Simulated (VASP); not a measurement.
Input of a VASP 6.6.1 run:

Contents of POSCAR:

```
SrO
1.0
    0.0000000000      2.5272270679      2.5272270679
    2.5272270679      0.0000000000      2.5272270679
    2.5272270679      2.5272270679      0.0000000000
Sr O
1 1
Direct
    0.5000000000      0.5000000000      0.5000000000
    0.0000000000      0.0000000000      0.0000000000
```

INCAR.step1

```
SYSTEM = SrO
PREC = Accurate
ENCUT = 520
ISMEAR = 0
SIGMA = 0.01
LREAL = .False.
LASPH = .True.
NELM = 100
NBANDS = 15
GGA = PE
ALGO = Normal
EDIFF = 1E-4
LWAVE = .True.
LCHARG = .False.
```

Contents of INCAR.step2:

```
SYSTEM = SrO
PREC = Accurate
ENCUT = 520
EDIFF = 1E-7
ISMEAR = 0
SIGMA = 0.01
LREAL = .False.
LASPH = .True.
NELM = 100
ALGO = Normal
ISIF = 2
LWAVE = .False.
LCHARG = .False.
METAGGA = R2SCAN
LMIXTAU = .True.
NBANDS = 15
ISTART = 1
```

File KPOINTS:

```
Automatic mesh
0
Gamma
  8 8 8
  0 0 0
```

Potentials or basis: VASP PAW PBE potentials, release 64 (Sr_sv, O).

Run with:

```console
$ cat potpaw_PBE.64/Sr_sv/POTCAR potpaw_PBE.64/O/POTCAR > POTCAR
$ cp INCAR.step1 INCAR
$ mpirun -np 1 vasp_std > vasp.out
$ cp INCAR.step2 INCAR
$ mpirun -np 1 vasp_std > vasp.out
```

(1) Predict the pressure.

(2) What does it give for the band gap on the k mesh?

Answers

(1) 7.4 GPa.

(2) 3.71 eV, indirect (least direct gap 3.75 eV).

Caveat: the PAW data sets were made with another functional, which shifts forces and pressure a little.
